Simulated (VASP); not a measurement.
NaCl: single point with PBE

Crystal: NaCl.

```
Cl Na
1.0
     3.50219    0.00000    0.00000
     0.00000    3.50219    0.00000
     0.00000    0.00000    3.50219
Cl Na
1 1
Direct
  0.50000 0.50000 0.50000
  0.00000 0.00000 0.00000
```

| Item | Value |
| --- | --- |
| Program | VASP 6.6.1 |
| Task | single point |
| Functional | PBE |
| Potentials or basis | VASP PAW PBE potentials, release 64 (Cl, Na_pv) |
| Cutoff | 520 eV |
| k mesh | 8 × 8 × 8 |
| Occupations | gaussian, width 0.015 eV |
| Spin | no spin polarisation |

```yaml
Pressure: 0.1 GPa
Band_gap_on_the_k_mesh: 3.98 eV (least direct gap 4.47 eV)
```

Levels at points of the mesh, in eV from the valence-band top:
| k point | band 5 | band 6 | band 7 | band 8 | band 9 | band 10 |
| --- | --- | --- | --- | --- | --- | --- |
| (0.00, 0.00, 0.00) | -0.49 | -0.49 | -0.49 | 3.98 | 8.58 | 8.58 |
| (0.50, 0.00, 0.00) | -2.94 | -0.26 | -0.26 | 6.92 | 8.56 | 10.51 |
| (0.50, 0.50, 0.00) | -2.26 | -2.26 | 0.00 | 5.54 | 9.88 | 11.03 |
| (0.50, 0.50, 0.50) | -1.84 | -1.84 | -1.84 | 7.12 | 7.12 | 7.12 |

Run time: 23 s on 1 thread of Intel Xeon 8259CL (shared host), peak memory 0.16 GiB.

A k mesh can miss the band edges.
